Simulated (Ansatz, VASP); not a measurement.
**Bi2Te2Se in VASP and in Ansatz**

The input INCAR:

```
SYSTEM = Bi2Te2Se
PREC = Accurate ; ENCUT = 520
EDIFF = 1E-6 ; ISMEAR = 0
SIGMA = 0.01 ; LREAL = .False.
LASPH = .True. ; NELM = 80
ALGO = Normal ; ISIF = 2
LWAVE = .False. ; LCHARG = .False.
GGA = PS ; NBANDS = 32
```

The input KPOINTS:

```
regular mesh
0
Gamma
  6 6 6
  0 0 0
```

File POSCAR:

```
Bi2Te2Se
1.0
    2.1800093555      1.2586289541     10.6788407486
   -2.1800093555      1.2586289541     10.6788407486
    0.0000000000     -2.5172579082     10.6788407486
Bi Te Se
2 2 1
Direct
    0.6082790000      0.6082790000      0.6082790000
    0.3917210000      0.3917210000      0.3917210000
    0.2195950000      0.2195950000      0.2195950000
    0.7804050000      0.7804050000      0.7804050000
    0.0000000000      0.0000000000      0.0000000000
```

Input for Ansatz:

```yaml
crystal:
  lattice:
    - [2.1800093555251694, 1.2586289540895774, 10.678840748560447]
    - [-2.1800093555251694, 1.2586289540895774, 10.678840748560447]
    - [0.0, -2.517257908179155, 10.678840748560447]
  atoms:
    - { symbol: Bi, position: [0.608279, 0.608279, 0.608279] }
    - { symbol: Bi, position: [0.391721, 0.391721, 0.391721] }
    - { symbol: Te, position: [0.219595, 0.219595, 0.219595] }
    - { symbol: Te, position: [0.780405, 0.780405, 0.780405] }
    - { symbol: Se, position: [0.0, 0.0, 0.0] }
basis:
  ecutwfc: 500.0
kpoints:
  mp_grid:
    grid: [6, 6, 6]
hamiltonian:
  xc: pbesol
scf:
  occupations:
    method: fixed
output:
  stress: true
```

Alike in both runs: task single point; functional PBEsol; k mesh 6 × 6 × 6; no spin polarisation.

|  | VASP | Ansatz |
| --- | --- | --- |
| version | VASP 6.6.1 | Ansatz 0.2.0 |
| potentials or method | VASP PAW PBE potentials, release 64 (Bi_d, Te, Se), cutoff 520 eV | plane waves, PAW |
| occupations | gaussian, width 0.01 eV | fixed |
| valence electrons in the cell | 48 | 78 |

|  | VASP | Ansatz | Ansatz less VASP |
| --- | --- | --- | --- |
| pressure (GPa) | -2.6 | -2.6 | -0.02 |

VASP's potentials were made for PBE, not for PBEsol. VASP's potentials hold 48 valence electrons a cell and Ansatz's 78, so a difference there can come from the potentials and not from the codes.

Spin-orbit coupling is off throughout.
